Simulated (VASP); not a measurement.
## Cu: single point with PBE

Crystal: Cu.

```
Cu
1.0
     2.59745    0.00000    0.00000
    -1.29872    2.24946    0.00000
     0.00000    0.00000    4.31820
Cu
2
Cartesian
  0.0000 1.4996 1.0795
  1.2987 0.7498 3.2386
```

This cell differs from its parent crystal: strain +0.025 along x and y, +0.050 along z.

* Program: VASP 6.6.1
* Task: single point
* Functional: PBE
* Potentials or basis: VASP PAW PBE potentials, release 64 (Cu)
* Cutoff: 520 eV
* k mesh: 24 × 24 × 12
* Occupations: gaussian, width 0.15 eV
* Spin: no spin polarisation
* Dipole correction: no
* Further INCAR settings: ALGO = Fast; EDIFF = 1e-07; NBANDS = 18

```yaml
Pressure: -5.8 GPa
Band_gap_on_the_k_mesh: zero (band 11 reaches 10.79 eV, above the bottom of band 12 at 4.93 eV)
```

Stress tensor (GPa, compression positive):
```
-5.19  0.00  0.00
 0.00 -5.19  0.00
 0.00  0.00 -7.03
```

Levels at points of the mesh, in eV from the Fermi level:
| k point | band 7 | band 8 | band 9 | band 10 | band 11 | band 12 | band 13 | band 14 | band 15 | band 16 |
| --- | --- | --- | --- | --- | --- | --- | --- | --- | --- | --- |
| (0.00, 0.00, 0.00) | -2.60 | -2.29 | -2.29 | -1.66 | -1.66 | -0.96 | 3.21 | 21.06 | 21.14 | 21.14 |
| (0.50, 0.00, 0.00) | -2.58 | -1.55 | -1.55 | -1.47 | 0.06 | 1.50 | 7.40 | 7.60 | 10.19 | 10.19 |
| (0.00, 0.00, 0.50) | -2.80 | -2.80 | -1.86 | -1.86 | -1.86 | -1.86 | 11.47 | 11.47 | 21.71 | 21.71 |
| (0.50, 0.00, 0.50) | -1.79 | -1.79 | -1.50 | -1.50 | 0.59 | 0.59 | 4.54 | 4.54 | 15.62 | 15.62 |

Wall time 3 min on 1 thread of Intel(R) Xeon(R) Platinum 8488C (Sapphire Rapids), with other jobs on the host, peak memory 0.26 GiB.

Caveat: the cell differs from its parent crystal (strain +0.025 along x and y, +0.050 along z).
